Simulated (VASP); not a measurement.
Input of a VASP 6.6.1 run:

INCAR

```
  AGGAC = 1.0
  AGGAX = 1.0
  ALDAC = 0.0
  ALDAX = 1.0
  ALGO = Normal
  EDIFF = 1E-7
  ENCUT = 520
  GGA = B5
  ISIF = 2
  ISMEAR = -1
  LASPH = True
  LCHARG = True
  LELF = True
  LREAL = False
  LVHAR = True
  LWAVE = False
  NBANDS = 11
  NELM = 60
  PREC = Accurate
  SIGMA = 0.1
```

Contents of KPOINTS:

```
k-points
0
Gamma
  10 10 10
```

The input POSCAR:

```
Ca
1.0
    3.6641006249      0.0000000000      0.0000000000
    0.0000000000      3.6641006249      0.0000000000
    0.0000000000      0.0000000000      3.6641006249
Ca
1
Direct
    0.0000000000      0.0000000000      0.0000000000
```

Potentials or basis: VASP PAW PBE potentials, release 64 (Ca_sv).

The run is started by

```console
$ cat potpaw_PBE.64/Ca_sv/POTCAR > POTCAR
$ mpirun -np 1 vasp_std > vasp.out
```

(1) Estimate the pressure.

(2) What does it give for the band gap on the k mesh?

Answers

(1) -0.6 GPa.

(2) zero (band 5 reaches 2.37 eV, above the bottom of band 6 at 1.33 eV).

Caveat: the PAW data sets were made with another functional, which shifts forces and pressure a little.
